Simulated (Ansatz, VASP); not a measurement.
## SiNi3 in VASP and in Ansatz

```
Si Ni
1.0
     3.46470    0.00000    0.00000
     0.00000    3.46470    0.00000
     0.00000    0.00000    3.46470
Si Ni
1 3
Direct
  0.00000 0.00000 0.00000
  0.00000 0.50000 0.50000
  0.50000 0.00000 0.50000
  0.50000 0.50000 0.00000
```

Alike in both runs: functional r2SCAN; k mesh 12 × 12 × 12; occupations gaussian, width 0.1 eV; no spin polarisation.

Ansatz relaxed the structure, and its values are those at the end. VASP's run is a single point on that final structure, the one shown.

|  | VASP | Ansatz |
| --- | --- | --- |
| version | VASP 6.6.1 | Ansatz 0.2.0 |
| potentials or method | VASP PAW PBE potentials, release 64 (Si, Ni), cutoff 520 eV | scalar-relativistic, plane waves, PAW |
| valence electrons in the cell | 34 | 58 |

```csv
,VASP,Ansatz,Ansatz less VASP
gap on the k mesh at the Fermi level (eV),none,none,-
pressure (GPa),0.3,0.0,-0.37
```

VASP's potentials were made for PBE, not for r2SCAN. A gap of «none» marks a metal or a gap that the smearing closes. VASP's potentials hold 34 valence electrons a cell and Ansatz's 58, so a difference there can come from the potentials and not from the codes.
